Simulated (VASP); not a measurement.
Wanted: the native input for a VASP 6.6.1 run.

- Task: relaxation of cell and atoms
- Functional: PBEsol
- Potentials or basis: VASP PAW PBE potentials, release 64 (Mo_sv, S)
- Cutoff: 600 eV
- k mesh: 8 × 8 × 8
- Occupations: gaussian, width 0.02 eV
- Spin: no spin polarisation
- Further INCAR settings: ALGO = Fast; EDIFF = 1e-07; IBRION = 2; EDIFFG = -0.01; NSW = 60; ISIF = 3

The structure of MoS2 lies in POSCAR:

```
MoS2
1.0
    1.5800000000      0.9122134253      6.1500000000
   -1.5800000000      0.9122134253      6.1500000000
    0.0000000000     -1.8244268506      6.1500000000
Mo S
1 2
Direct
    0.0000000000      0.0000000000      0.0000000000
    0.4170000000      0.4170000000      0.4170000000
    0.2500000000      0.2500000000      0.2500000000
```

The input as run:

INCAR

```
ALGO = Fast
EDIFF = 1E-7
EDIFFG = -0.01
ENCUT = 600
GGA = PS
IBRION = 2
ISIF = 3
ISMEAR = 0
LASPH = True
LCHARG = False
LREAL = False
LWAVE = False
NELM = 60
NSW = 60
PREC = Accurate
SIGMA = 0.02
```

KPOINTS

```
k-points
0
Gamma
  8 8 8
```

Potentials or basis: VASP PAW PBE potentials, release 64 (Mo_sv, S).

Launch:

```console
$ cat potpaw_PBE.64/Mo_sv/POTCAR potpaw_PBE.64/S/POTCAR > POTCAR
$ mpirun -np 1 vasp_std > vasp.out
```

It gave:

```json
{
 "Relaxed volume": "17.87 Å³/atom",
 "Relaxed cell": "a = 6.522 Å, b = 6.522 Å, c = 6.522 Å, α = 27.89°, β = 27.89°, γ = 27.89°",
 "Space group after relaxing (to 0.1 Å)": "R3m (No. 160)",
 "Energy gained by relaxing": "2.0 meV/atom",
 "Ionic steps": "19",
 "Pressure after relaxing": "0.0 GPa",
 "Largest force after relaxing": "0.005 eV/Å",
 "Band gap on the k mesh": "1.11 eV (least direct gap 2.10 eV)"
}
```

Caveat: the PAW data sets were made with another functional, which shifts forces and pressure a little.

Run time: 30 min on 1 thread of Intel(R) Xeon(R) 6975P-C (Granite Rapids), with other jobs on the host, peak memory 0.44 GiB.
